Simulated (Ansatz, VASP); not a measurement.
## Two plane-wave programs on In

```
CELL_PARAMETERS angstrom
6.34298 0.00000 0.00000
0.00000 6.34298 0.00000
0.00000 0.00000 6.34298
ATOMIC_POSITIONS crystal
In 0.00000 0.00000 0.00000
In 0.50000 0.50000 0.50000
In 0.25000 0.00000 0.50000
In 0.75000 0.00000 0.50000
In 0.50000 0.25000 0.00000
In 0.50000 0.75000 0.00000
In 0.00000 0.50000 0.25000
In 0.00000 0.50000 0.75000
```

Alike in both runs: functional BLYP; k mesh 5 × 5 × 5; occupations fermi-dirac, width 0.1 eV; no spin polarisation.

Ansatz relaxed the structure, and its values are those at the end. VASP's run is a single point on that final structure, the one shown.

|  | VASP | Ansatz |
| --- | --- | --- |
| version | VASP 6.6.1 | Ansatz 0.2.0 |
| potentials or method | VASP PAW PBE potentials, release 64 (In_d), cutoff 520 eV | plane waves (420 eV) with PAW, scalar-relativistic |
| valence electrons in the cell | 104 | 104 |

Ansatz gave:

| Quantity | Value |
| --- | --- |
| pressure (GPa) | 0.0 |

Task: Which values does VASP return?

Result: Pressure (GPa): -0.1.

VASP's potentials were made for PBE, not for BLYP.
